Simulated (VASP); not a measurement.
Wanted: the native input for a VASP 6.6.1 run.

| Item | Value |
| --- | --- |
| Task | single point |
| Functional | LDA |
| Potentials or basis | VASP PAW LDA potentials, release 64 (Ba_sv, Ti_sv, O) |
| Cutoff | 520 eV |
| k mesh | 8 × 8 × 8 |
| Occupations | fermi-dirac, width 0.05 eV |
| Spin | no spin polarisation |
| Dipole correction | no |
| Further INCAR settings | ALGO = Normal; EDIFF = 1e-06; NBANDS = 28 |

The structure of BaTiO3 lies in POSCAR:

```
BaTiO3
1.0
    4.0338391840      0.0000000000      0.0000000000
    0.0000000000      4.0338391840      0.0000000000
    0.0000000000      0.0000000000      4.0338391840
Ba Ti O
1 1 3
Direct
    0.5000000000      0.5000000000      0.5000000000
    0.0000000000      0.0000000000      0.0000000000
    0.5000000000      0.0000000000      0.0000000000
    0.0000000000      0.5000000000      0.0000000000
    0.0000000000      0.0000000000      0.5000000000
```

This cell differs from its parent crystal: volume scaled by 1.02.

The input as run:

INCAR

```
SYSTEM = BaTiO3
PREC     = Accurate       ! precision mode
ENCUT    = 520            ! plane-wave cutoff, eV
EDIFF    = 1E-6           ! SCF threshold, eV
ISMEAR   = -1             ! smearing method
SIGMA    = 0.05           ! smearing width, eV
LREAL    = .FALSE.        ! projectors in reciprocal space
LASPH    = .TRUE.         ! aspherical terms in the spheres
NELM     = 100            ! most SCF steps
ALGO     = Normal         ! electronic algorithm
ISIF     = 2              ! what is computed and relaxed
LWAVE    = .FALSE.        ! write WAVECAR
LCHARG   = .FALSE.        ! write CHGCAR
GGA      = CA             ! functional
NBANDS   = 28             ! bands
```

KPOINTS

```
Automatic mesh
0
G
  8 8 8
  0 0 0
```

Potentials or basis: VASP PAW LDA potentials, release 64 (Ba_sv, Ti_sv, O).

The run is started by

```bash
$ cat potpaw_LDA.64/Ba_sv/POTCAR potpaw_LDA.64/Ti_sv/POTCAR potpaw_LDA.64/O/POTCAR > POTCAR
$ mpirun -np 1 vasp_std > vasp.out
```

It gave:

```
Pressure               : -10.5 GPa
Band gap on the k mesh : 1.61 eV, indirect (least direct gap 1.78 eV)
```

Caveat: spin-orbit coupling is left out, which moves the levels of the heavy elements.

Run time: 50 s on 1 thread of Intel Xeon 6975P-C, with other jobs on the host, peak memory 0.19 GiB.
